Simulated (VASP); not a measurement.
Input of a VASP 6.6.1 run:

The input POSCAR:

```
Cr
1.0
    4.0301982455      0.0000000000      0.0000000000
   -2.0150991227      3.4902540629      0.0000000000
    0.0000000000      0.0000000000      2.1745769650
Cr
3
Direct
    0.0000000000      1.0000000000      0.0000000000
    0.3333333333      0.6666666667      0.5000000000
    0.6666666667      0.3333333333      0.5000000000
```

The input INCAR.step1:

```
SYSTEM = Cr
PREC = Accurate ; ENCUT = 770
ISMEAR = -1 ; SIGMA = 0.1
LREAL = .FALSE. ; LASPH = .TRUE.
NELM = 120 ; NBANDS = 28
GGA = PE ; ALGO = Normal
EDIFF = 1E-5 ; LWAVE = .TRUE.
LCHARG = .FALSE. ; GGA_COMPAT = .FALSE.
```

The input INCAR.step2:

```
SYSTEM = Cr
PREC = Accurate ; ENCUT = 770
EDIFF = 1E-6 ; ISMEAR = -1
SIGMA = 0.1 ; LREAL = .FALSE.
LASPH = .TRUE. ; NELM = 120
ALGO = Normal ; ISIF = 2
LWAVE = .FALSE. ; LCHARG = .FALSE.
METAGGA = R2SCAN ; LMIXTAU = .TRUE.
NBANDS = 28 ; ISTART = 1
GGA_COMPAT = .FALSE.
```

File KPOINTS:

```
Automatic mesh
0
G
  10 10 15
  0 0 0
```

Potentials or basis: VASP PAW PBE potentials, release 64 (Cr_sv).

Command:

```sh
$ cat potpaw_PBE.64/Cr_sv/POTCAR > POTCAR
$ cp INCAR.step1 INCAR
$ mpirun -np 1 vasp_std > vasp.out
$ cp INCAR.step2 INCAR
$ mpirun -np 1 vasp_std > vasp.out
```

Task: Estimate the pressure.

Result: 41.5 GPa.

Task: Predict the band gap on the k mesh.

Result: Zero (bands 21 and 22 overlap by 0.98 eV).

Stress tensor (GPa, compression positive):
```
40.38  0.00  0.00
 0.00 40.38  0.00
 0.00  0.00 43.63
```

Caveat: the cell stands under pressure; the PAW data sets were made with another functional, which shifts forces and pressure a little; the run has no spin polarisation, though such a crystal can be magnetic. Spin polarisation is off, so any magnetic state and its effect on volume and gap are missing.
